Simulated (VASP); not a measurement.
Input of a VASP 6.6.1 run:

INCAR

```
PREC = Accurate
ENCUT = 520
EDIFF = 1E-6
ISMEAR = -1
SIGMA = 0.05
LREAL = Auto
LASPH = True
NELM = 60
ALGO = Normal
ISIF = 2
LWAVE = False
LCHARG = False
GGA = PE
NBANDS = 51
```

File KPOINTS:

```
regular mesh
0
Gamma
  2 2 1
```

File POSCAR:

```
C
1.0
    7.3980000000      0.0000000000      0.0000000000
   -3.6990000000      6.4068560000      0.0000000000
    0.0000000000      0.0000000000     12.0000000000
C
18
Direct
    0.0040357402      0.0037459871      0.0844416667
    0.2238585345      0.1115991994      0.0829500000
    0.0038055613      0.3301307225      0.0837000000
    0.2173282460      0.4434156160      0.0846916667
    0.0004819136      0.6674412536      0.0835000000
    0.2261143685      0.7777761823      0.0826500000
    0.3303699720     -0.0013579203      0.0840666667
    0.5552842664      0.1112714255      0.0828000000
    0.3314149696      0.3289288849      0.0828750000
    0.5505860794      0.4445081956      0.0833166667
    0.3370722944      0.6714681897      0.0815083333
    0.5561230391      0.7778854402      0.0849333333
    0.6661194064     -0.0009052802      0.0831416667
    0.8906745603      0.1106002695      0.0827000000
    0.6676718635      0.3323158816      0.0840750000
    0.8875909589      0.4404968677      0.0825583333
    0.6592454398      0.6652873110      0.0828500000
    0.8922020892      0.7853774144      0.0832416667
```

Potentials or basis: VASP PAW PBE potentials, release 64 (C).

Run with:

```sh
$ cat potpaw_PBE.64/C/POTCAR > POTCAR
$ mpirun -np 1 vasp_std > vasp.out
```

(1) What does it give for the largest force?

Results:

(1) 3.215 eV/Å.

Caveat: the k points lie up to 0.49 Å⁻¹ apart; there is no dipole correction, which matters where the two faces differ.
